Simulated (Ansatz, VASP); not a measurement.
NbTe4Mo in VASP and in Ansatz

```
Nb Te Mo
1.0
     3.61634    0.00000    0.00000
    -1.80817    3.13184    0.00000
     0.00000    0.00000   17.15633
Nb Te Mo
1 4 1
Direct
  0.00000 0.00000 0.00000
  0.33333 0.66667 0.39588
  0.33333 0.66667 0.89051
  0.33333 0.66667 0.10949
  0.33333 0.66667 0.60412
  0.00000 0.00000 0.50000
```

Alike in both runs: functional PBE; k mesh 12 × 12 × 4; occupations gaussian, width 0.1 eV; collinear spin.

Ansatz relaxed the structure, and its values are those at the end. VASP's run is a single point on that final structure, the one shown.

|  | VASP | Ansatz |
| --- | --- | --- |
| version | VASP 6.6.1 | Ansatz 0.2.0 |
| potentials or method | VASP PAW PBE potentials, release 64 (Nb_sv, Te, Mo_sv), cutoff 520 eV | scalar-relativistic, plane waves, PAW |
| valence electrons in the cell | 51 | 91 |

Ansatz gave:

| Item | Value |
| --- | --- |
| gap on the k mesh at the Fermi level (eV) | none |
| pressure (GPa) | 0.0 |
| rms of the force components (eV/Å) | 0.004 |
| net moment per atom (μB) | 0.10 |
| size of the moment on the site where the two differ most (μB) | 0.35 |

Question: Which values does VASP return?

Answer: gap on the k mesh at the Fermi level (eV): none; pressure (GPa): 0.0; rms of the force components (eV/Å): 0.006; net moment per atom (μB): 0.10; size of the moment on the site where the two differ most (μB): 0.36.

Site moments also hang on the region over which each program counts them. A gap of «none» marks a metal or a gap that the smearing closes. With one functional, cell and mesh, what is left measures potentials, basis and numerics. VASP's potentials hold 51 valence electrons a cell and Ansatz's 91, so a difference there can come from the potentials and not from the codes.

Neither program's run includes spin-orbit coupling.
